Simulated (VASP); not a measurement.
A run of VASP 6.6.1 is set up as follows.

File INCAR:

```
ALGO     = Normal         # electronic algorithm
EDIFF    = 1E-8           # SCF threshold, eV
ENCUT    = 520            # plane-wave cutoff, eV
GGA_COMPAT= F            
ISIF     = 2              # what is computed and relaxed
ISMEAR   = -1             # smearing method
LASPH    = T              # aspherical terms in the spheres
LCHARG   = F              # write CHGCAR
LEFG     = T            
LREAL    = F              # projectors in reciprocal space
LWAVE    = F              # write WAVECAR
NBANDS   = 11             # bands
NELM     = 120            # most SCF steps
PREC     = Accurate       # precision mode
SIGMA    = 0.03           # smearing width, eV
```

The input KPOINTS:

```
k-points
0
Gamma
  11 11 11
```

File POSCAR:

```
BeTe
1.0
    0.0000000000      2.7700000000      2.7700000000
    2.7700000000      0.0000000000      2.7700000000
    2.7700000000      2.7700000000      0.0000000000
Be Te
1 1
Direct
    0.0000000000      0.0000000000      0.0000000000
    0.7500000000      0.7500000000      0.7500000000
```

Potentials or basis: VASP PAW LDA potentials, release 64 (Be, Te).

Run with:

```sh
$ cat potpaw_LDA.64/Be/POTCAR potpaw_LDA.64/Te/POTCAR > POTCAR
$ mpirun -np 1 vasp_std > vasp.out
```

(1) Predict the band gap on the k mesh.

(2) Estimate the pressure.

Answers

(1) 1.78 eV, indirect (least direct gap 3.54 eV).

(2) 0.8 GPa.

Caveat: without QUAD_EFG the Cq values of the log hold for a quadrupole moment of 1 mb, not for the nuclei; spin-orbit coupling is left out, which moves the levels of the heavy elements.
